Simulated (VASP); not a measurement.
# MgO (I4/mmm) in VASP: notebook

Runs on MgO. Level: r2SCAN. Tasks: single point.

Program: VASP 6.6.1. These are calculated values, not measurements. Logs are shortened: lines on timing, memory, paths and dates and some standing lists are left out, and cuts for length are marked.

### 1 The cell of the first run

It takes space group I4/mmm (No. 139, tetragonal). Conventional cell: a = 2.973 Å, b = 2.973 Å, c = 4.047 Å, α = 90.00°, β = 90.00°, γ = 90.00°. Within 2.7 Å of Mg (site symmetry 4/mmm) lie 6 O at 2.02 to 2.10 Å. O (site symmetry 4/mmm) has 6 Mg at 2.02 to 2.10 Å within 2.7 Å.

### 2 Single point, r2SCAN (strain -0.0375 x Voigt [0, 1, 0, 0, 0, 0])

Contents of POSCAR:

```
MgO
1.0
    0.0000000000      2.0232796095      2.1021086852
    2.1021086852      0.0000000000      2.1021086852
    2.1021086852      2.0232796095      0.0000000000
Mg O
1 1
Direct
    0.0000000000      0.0000000000      0.0000000000
    0.5000000000      0.5000000000      0.5000000000
```

Contents of INCAR.step1:

```
SYSTEM = MgO
PREC = Accurate
ENCUT = 520
ISMEAR = 0
SIGMA = 0.05
LREAL = .FALSE.
LASPH = .TRUE.
NELM = 100
NBANDS = 11
GGA = PE
ALGO = Normal
EDIFF = 1E-4
LWAVE = .TRUE.
LCHARG = .FALSE.
```

Contents of INCAR.step2:

```
SYSTEM = MgO
PREC = Accurate
ENCUT = 520
EDIFF = 1E-7
ISMEAR = 0
SIGMA = 0.05
LREAL = .FALSE.
LASPH = .TRUE.
NELM = 100
ALGO = Normal
ISIF = 2
LWAVE = .FALSE.
LCHARG = .TRUE.
METAGGA = R2SCAN
LMIXTAU = .TRUE.
LELF = .TRUE.
LVHAR = .TRUE.
NBANDS = 11
ISTART = 1
```

Contents of KPOINTS:

```
regular mesh
0
G
  10 10 10
  0 0 0
```

Potentials or basis: VASP PAW PBE potentials, release 64 (Mg, O).

Started as:

```bash
> cat potpaw_PBE.64/Mg/POTCAR potpaw_PBE.64/O/POTCAR > POTCAR
> cp INCAR.step1 INCAR
> mpirun -np 1 vasp_std > vasp.out
> cp INCAR.step2 INCAR
> mpirun -np 1 vasp_std > vasp.out
```

OUTCAR:

```text
SYSTEM = MgO
   PREC = Accurate
   ENCUT = 520
   EDIFF = 1E-7
   ISMEAR = 0
   LREAL = .FALSE.
   LASPH = .TRUE.
   NELM = 100
   ISIF = 2
   METAGGA = R2SCAN
   ISTART = 1

 ion  position               nearest neighbor table
   1  0.000  0.000  0.000-   2 2.02   2 2.02   2 2.10   2 2.10   2 2.10   2 2.10
   2  0.500  0.500  0.500-   1 2.02   1 2.02   1 2.10   1 2.10   1 2.10   1 2.10

  LATTYP: Found a body centered tetragonal cell.
 ALAT       =     2.9728306122
 C/A-ratio  =     1.3611805538

  Lattice vectors:

 A1 = (   0.0000000000,  -2.0232796095,   2.1021086852)
 A2 = (   0.0000000000,  -2.0232796095,  -2.1021086852)
 A3 = (   2.1021086852,   2.0232796095,   0.0000000000)

Analysis of symmetry for initial positions (statically):
=====================================================================
 Subroutine PRICEL returns:
 Original cell was already a primitive cell.

 Routine SETGRP: Setting up the symmetry group for a
 body centered tetragonal supercell.

 Subroutine GETGRP returns: Found 16 space group operations
 (whereof 16 operations were pure point group operations)
 out of a pool of 16 trial point group operations.

The static configuration has the point symmetry D_4h.

Analysis of symmetry for dynamics (positions and initial velocities):
=====================================================================
 Subroutine PRICEL returns:
 Original cell was already a primitive cell.

 Routine SETGRP: Setting up the symmetry group for a
 body centered tetragonal supercell.

 Subroutine GETGRP returns: Found 16 space group operations
 (whereof 16 operations were pure point group operations)
 out of a pool of 16 trial point group operations.

The dynamic configuration has the point symmetry D_4h.

 Subroutine INISYM returns: Found 16 space group operations
 (whereof 16 operations are pure point group operations),
 and found     1 'primitive' translations

----------------------------------------------------------------------------------------

                                     Primitive cell

  volume of cell :      17.8812

  direct lattice vectors                    reciprocal lattice vectors
     0.000000000  2.023279609  2.102108685    -0.237856398  0.247123530  0.237856398
     2.102108685  0.000000000  2.102108685     0.237856398 -0.247123530  0.237856398
     2.102108685  2.023279609  0.000000000     0.237856398  0.247123530 -0.237856398

  length of vectors
     2.917622543  2.972830612  2.917622543     0.417398337  0.417398337  0.417398337

  position of ions in fractional coordinates (direct lattice)
     0.000000000  0.000000000  0.000000000
     0.500000000  0.500000000  0.500000000

  ion indices of the primitive-cell ions
   primitive index   ion index
                 1           1
                 2           2

----------------------------------------------------------------------------------------

 KPOINTS: regular mesh

Automatic generation of k-mesh.
 Grid dimensions read from file:
 generate k-points for:   10   10   10

 Generating k-lattice:

  Cartesian coordinates                     Fractional coordinates (reciprocal lattice)
    -0.023785640  0.024712353  0.023785640     0.100000000  0.000000000 -0.000000000
     0.023785640 -0.024712353  0.023785640     0.000000000  0.100000000  0.000000000
     0.023785640  0.024712353 -0.023785640    -0.000000000  0.000000000  0.100000000

  Length of vectors
     0.041739834  0.041739834  0.041739834

  Shift w.r.t. Gamma in fractional coordinates (k-lattice)
     0.000000000  0.000000000  0.000000000

 Subroutine IBZKPT returns following result:
 ===========================================

 Found    102 irreducible k-points:

 Following reciprocal coordinates:
            Coordinates               Weight
  0.000000  0.000000  0.000000      1.000000
  0.100000  0.000000 -0.000000      8.000000
  0.200000  0.000000 -0.000000      8.000000
  0.300000  0.000000 -0.000000      8.000000
  0.400000  0.000000 -0.000000      8.000000
  0.500000  0.000000  0.000000      4.000000
[... 16 lines left out ...]
  0.300000  0.300000  0.000000      4.000000
  0.400000  0.300000 -0.000000     16.000000
 [... further k-points ...]
   k-points           NKPTS =    102   k-points in BZ     NKDIM =    102   number of bands    NBANDS=     11
   number of dos      NEDOS =    301   number of ions     NIONS =      2
   total plane-waves  NPLWV =  13824
   dimension x,y,z NGX =    24 NGY =   24 NGZ =   24
   dimension x,y,z NGXF=    48 NGYF=   48 NGZF=   48
   ions per type =               1   1
   NGX,Y,Z   is equivalent  to a cutoff of  13.68, 13.42, 13.68 a.u.
   NGXF,Y,Z  is equivalent  to a cutoff of  27.35, 26.84, 27.35 a.u.
 SYSTEM =  MgO
   PREC   = accura    normal or accurate (medium, high low for compatibility)
   ISTART =      1    job   : 0-new  1-cont  2-samecut
   ICHARG =      0    charge: 1-file 2-atom 10-const
   ISPIN  =      1    spin polarized calculation?
   LNONCOLLINEAR =      F non collinear calculations
   LSORBIT =      F    spin-orbit coupling
   LASPH  =      T    aspherical Exc in radial PAW
   ENCUT  =  520.0 eV  38.22 Ry    6.18 a.u.   5.42  5.53  5.42*2*pi/ulx,y,z
   NELM   =    100;   NELMIN=  2; NELMDL=  0     # of ELM steps
   EDIFF  = 0.1E-06   stopping-criterion for ELM
   LREAL  =      F    real-space projection
   EDIFFG = 0.1E-05   stopping-criterion for IOM
   NSW    =      0    number of steps for IOM
   IBRION =     -1    ionic relax: 0-MD 1-quasi-New 2-CG
   NFREE  =      0    steps in history (QN), initial steepest desc. (CG)
   ISIF   =      2    stress and relaxation
   ISYM   =      2    0-nonsym 1-usesym 2-fastsym
   POTIM  = 0.5000    time-step for ionic-motion
   TEBEG  =    0.0;   TEEND  =   0.0 temperature during run
   PSTRESS=    0.0 pullay stress
   NELECT =       8.0000    total number of electrons
   NUPDOWN=      -1.0000    fix difference up-down
   EMIN   =  10.00;   EMAX   =-10.00  energy-range for DOS
   EFERMI =   0.00;   METHOD = LEGACY
   ISMEAR =     0;   SIGMA  =   0.05  broadening in eV -4-tet -1-fermi 0-gaus
   EFERMI_NEDOS =   21; number of points for ismear=-14 and -15
   IALGO  =     38    algorithm
   IMIX   =      4    mixing-type and parameters
     AMIX     =   0.40;   BMIX     =  1.00
     AMIX_MAG =   1.60;   BMIX_MAG =  1.00
  volume/ion in A,a.u.               =       8.94        60.33
  Fermi-wavevector in a.u.,A,eV,Ry     =   1.252101  2.366128 21.330633  1.567757
  Thomas-Fermi vector in A             =   2.386017
   LORBIT       =      0    0 simple, 1 ext, 2 COOP (PROOUT), +10 PAW based schemes
   METAGGA = R2SCAN    functional components
   LHFCALC =     F    Hartree Fock is set to
   AEXX    =    0.0000 exact exchange contribution
   IVDW    =     0    specifies the selected vdW correction
   LEPSILON=     F    determine dielectric tensor
   LRPA    =     F    only Hartree local field effects (RPA)
 non-spin polarized calculation
 Gauss-broadening in eV      SIGMA  =   0.05
  energy-cutoff  :      520.00
  volume of cell :       17.88
 maximum number of plane-waves:       515
 NGX is ok and might be reduce to    24
   NGX = 11   NGY = 11   NGZ = 11

 number of electron       8.0000001 magnetization

 Free energy of the ion-electron system (eV)
  ---------------------------------------------------
  ext. energy  EPLUGINS =         0.00000000
  ---------------------------------------------------
  free energy    TOTEN  =       -16.13528340 eV

  energy without entropy =      -16.13528340  energy(sigma->0) =      -16.13528340

 E-fermi :   3.4457     XC(G=0): -11.8199

 val. band max:        3.1302590505   @ k =   0.0000   0.0000   0.0000
 cond. band min:       9.1488241158   @ k =   0.0000   0.0000   0.0000
 fundamental gap:      6.0185650653
 Fermi energy:         3.4456587961

 k-point     1 :       0.0000    0.0000    0.0000
  band No.  band energies     occupation
      1     -15.3293      2.00000
      2       3.0447      2.00000
      3       3.1303      2.00000
      4       3.1303      2.00000
      5       9.1488      0.00000
      6      20.0740      0.00000
      7      20.0740      0.00000
      8      20.4924      0.00000
      9      24.4886      0.00000
     10      25.6240      0.00000
     11      26.9930      0.00000

 k-point     2 :       0.1000    0.0000   -0.0000
  band No.  band energies     occupation
      1     -15.2168      2.00000
      2       2.4579      2.00000
      3       3.0094      2.00000
      4       3.0472      2.00000
      5       9.7621      0.00000
      6      18.9494      0.00000
      7      20.3325      0.00000
      8      20.6308      0.00000
      9      25.0430      0.00000
     10      26.1492      0.00000
     11      26.3436      0.00000

 k-point     3 :       0.2000    0.0000   -0.0000
  band No.  band energies     occupation
      1     -14.9083      2.00000
      2       1.0998      2.00000
      3       2.8362      2.00000
      4       2.8375      2.00000
      5      10.9701      0.00000
      6      17.4529      0.00000
      7      20.8249      0.00000
      8      21.2641      0.00000
      9      24.5317      0.00000
     10      25.3822      0.00000
     11      27.6059      0.00000

 k-point     4 :       0.3000    0.0000   -0.0000
  band No.  band energies     occupation
      1     -14.4923      2.00000
      2      -0.2961      2.00000
      3       2.5921      2.00000
      4       2.6334      2.00000
      5      11.8832      0.00000
      6      16.8873      0.00000
      7      20.8991      0.00000
      8      21.6569      0.00000
      9      25.2187      0.00000
     10      25.6176      0.00000
     11      27.0736      0.00000

 k-point     5 :       0.4000    0.0000   -0.0000
  band No.  band energies     occupation
      1     -14.1202      2.00000
      2      -1.3243      2.00000
      3       2.4034      2.00000
      4       2.4763      2.00000
      5      12.1681      0.00000
      6      17.1670      0.00000
      7      20.6658      0.00000
      8      21.5860      0.00000
      9      26.3127      0.00000
     10      26.6926      0.00000
     11      27.0765      0.00000
[... 211 lines left out ...]
 k-point    21 :      -0.3000    0.2000   -0.0000
  band No.  band energies     occupation
      1     -14.0311      2.00000
      2      -0.7466      2.00000
      3       1.1892      2.00000
      4       2.3980      2.00000
      5      13.7254      0.00000
      6      16.3401      0.00000
      7      18.9821      0.00000
      8      22.4388      0.00000
      9      25.1142      0.00000
     10      26.2074      0.00000
     11      30.3288      0.00000

 k-point    22 :      -0.2000    0.2000    0.0000
  band No.  band energies     occupation
      1     -14.3585      2.00000
      2      -0.1414      2.00000
      3       1.7035      2.00000
      4       2.6112      2.00000
      5      12.9269      0.00000
      6      16.1909      0.00000
      7      19.8693      0.00000
      8      22.9624      0.00000
      9      23.1474      0.00000
     10      26.3997      0.00000
     11      30.0185      0.00000

 k-point    23 :       0.3000    0.3000    0.0000
  band No.  band energies     occupation
      1     -14.3120      2.00000
      2      -0.1710      2.00000
      3       2.0454      2.00000
      4       2.2410      2.00000
      5      13.4293      0.00000
      6      14.6935      0.00000
      7      19.0123      0.00000
      8      22.7724      0.00000
      9      23.1801      0.00000
     10      29.3001      0.00000
     11      32.7986      0.00000

 k-point    24 :       0.4000    0.3000   -0.0000
  band No.  band energies     occupation
      1     -14.0533      2.00000
      2      -0.6376      2.00000
      3       1.7192      2.00000
      4       2.0247      2.00000
      5      14.1067      0.00000
      6      14.5680      0.00000
      7      18.1917      0.00000
      8      23.1367      0.00000
      9      23.7161      0.00000
     10      30.0635      0.00000
     11      32.3447      0.00000

 [... further k-points ...]

------------------------ aborting loop because EDIFF is reached ----------------------------------------

  FORCE on cell =-STRESS in cart. coord.  units (eV):
  Direction    XX          YY          ZZ          XY          YZ          ZX
  --------------------------------------------------------------------------------------
  -------------------------------------------------------------------------------------
  Total        0.3005720      1.5242894      0.3005720      0.0000000      0.0000000      0.0000000
  in kB       26.9316426    136.5783255     26.9316426      0.0000000      0.0000000      0.0000000
  external PRESSURE =      63.4805369 kB  Pullay stress =       0.0000000 kB

 VOLUME and BASIS-vectors are now :
 -----------------------------------------------------------------------------
  energy-cutoff  :      520.00
  volume of cell :       17.88
      direct lattice vectors                 reciprocal lattice vectors
     0.000000000  2.023279609  2.102108685    -0.237856398  0.247123530  0.237856398
     2.102108685  0.000000000  2.102108685     0.237856398 -0.247123530  0.237856398
     2.102108685  2.023279609  0.000000000     0.237856398  0.247123530 -0.237856398

 POSITION                                       TOTAL-FORCE (eV/Angst)
 -----------------------------------------------------------------------------------
      0.00000      0.00000      0.00000        -0.000000      0.000000      0.000000
      2.10211      2.02328      2.10211         0.000000     -0.000000     -0.000000
 -----------------------------------------------------------------------------------
    total drift:                               -0.000000     -0.000000      0.000000

  FREE ENERGIE OF THE ION-ELECTRON SYSTEM (eV)
  ---------------------------------------------------
  free  energy   TOTEN  =       -16.1352833998 eV

  energy  without entropy=      -16.1352833998  energy(sigma->0) =      -16.13528340
```

Run time: 52 s. Hardware: 1 thread of Intel Xeon 6975P-C, shared host; peak memory 0.16 GiB.

Results:

| Quantity | Value |
| --- | --- |
| Free energy | -16.1353 eV |
| Pressure | 6.3 GPa |
| Band gap on the k mesh | 6.02 eV, direct |

Caveat: the cell differs from its parent crystal (strain -0.0375 x Voigt [0, 1, 0, 0, 0, 0]); the PAW data sets were made with another functional, which shifts forces and pressure a little.

(Continued in part 2 of 2.)
